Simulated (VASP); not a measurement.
Write the native input for VASP 6.6.1 that does the following.

```
Task                            : G0W0 quasiparticle levels
Functional                      : PBE
Potentials or basis             : VASP PAW PBE potentials, release 64 (Na_sv_GW, F_GW)
Cutoff                          : 500 eV
k mesh                          : 6 × 6 × 6
Occupations                     : gaussian, width 0.01 eV
Spin                            : no spin polarisation
Dipole correction               : no
GW scheme                       : G0W0
GW iterations                   : 1
Cutoff of the response function : 80
Frequency points                : 96
Empty bands                     : 39
Further INCAR settings          : ALGO = EVGW0; EDIFF = 1e-08; NBANDS = 47
```

Crystal: NaF.

```xyz
2
Lattice="0.0000 2.2972 2.2972 2.2972 0.0000 2.2972 2.2972 2.2972 0.0000" Properties=species:S:1:pos:R:3 pbc="T T T"
Na    0.0000    0.0000    0.0000
F     2.2972    2.2972    2.2972
```

These files were run (other wordings do the same):

POSCAR

```
NaF
1.0
    0.0000000000      2.2971680712      2.2971680712
    2.2971680712      0.0000000000      2.2971680712
    2.2971680712      2.2971680712      0.0000000000
Na F
1 1
Direct
    0.0000000000      0.0000000000      0.0000000000
    0.5000000000      0.5000000000      0.5000000000
```

INCAR.step1

```
SYSTEM = NaF
  PREC = Accurate
  ENCUT = 500
  EDIFF = 1E-8
  ISMEAR = 0
  SIGMA = 0.01
  LREAL = .FALSE.
  LASPH = .TRUE.
  NELM = 80
  ALGO = Normal
  LWAVE = .TRUE.
  LCHARG = .FALSE.
  GGA = PE
```

INCAR.step2

```
SYSTEM = NaF
  PREC = Accurate
  ENCUT = 500
  EDIFF = 1E-8
  ISMEAR = 0
  SIGMA = 0.01
  LREAL = .FALSE.
  LASPH = .TRUE.
  NELM = 1
  ALGO = Exact
  LWAVE = .TRUE.
  LCHARG = .FALSE.
  GGA = PE
  NBANDS = 47
  LOPTICS = .TRUE.
  ISTART = 1
```

INCAR.step3

```
SYSTEM = NaF
  PREC = Accurate
  ENCUT = 500
  EDIFF = 1E-8
  ISMEAR = 0
  SIGMA = 0.01
  LREAL = .FALSE.
  LASPH = .TRUE.
  ALGO = EVGW0
  LWAVE = .FALSE.
  LCHARG = .FALSE.
  GGA = PE
  NELMGW = 1
  NBANDS = 47
  ENCUTGW = 80.0
  NOMEGA = 96
  PRECFOCK = Fast
  ISTART = 1
  NBANDSGW = 16
  OMEGAMAX = 30
```

KPOINTS

```
Automatic mesh
0
G
  6 6 6
  0 0 0
```

Potentials or basis: VASP PAW PBE potentials, release 64 (Na_sv_GW, F_GW).

Run with:

```console
$ cat potpaw_PBE.64/Na_sv_GW/POTCAR potpaw_PBE.64/F_GW/POTCAR > POTCAR
$ cp INCAR.step1 INCAR
$ mpirun -np 1 vasp_std > vasp.out
$ cp INCAR.step2 INCAR
$ mpirun -np 1 vasp_std > vasp.out
$ cp INCAR.step3 INCAR
$ mpirun -np 1 vasp_std > vasp.out
```

Results of the run:

| Quantity | Value |
| --- | --- |
| Quasiparticle gap | 10.66 eV |
| Least direct quasiparticle gap | 10.66 eV |
| Band gap of the starting levels on the mesh | 6.47 eV |
| Least direct gap of the starting levels on the mesh | 6.47 eV |

Caveat: the k points lie up to 0.39 Å⁻¹ apart; bands, screening cutoff and mesh are small and nothing is extrapolated, so the quasiparticle values aren't converged.

Wall time 3.1 min on 1 thread of Intel(R) Xeon(R) Platinum 8488C (Sapphire Rapids) (shared host), peak memory 0.3 GiB.
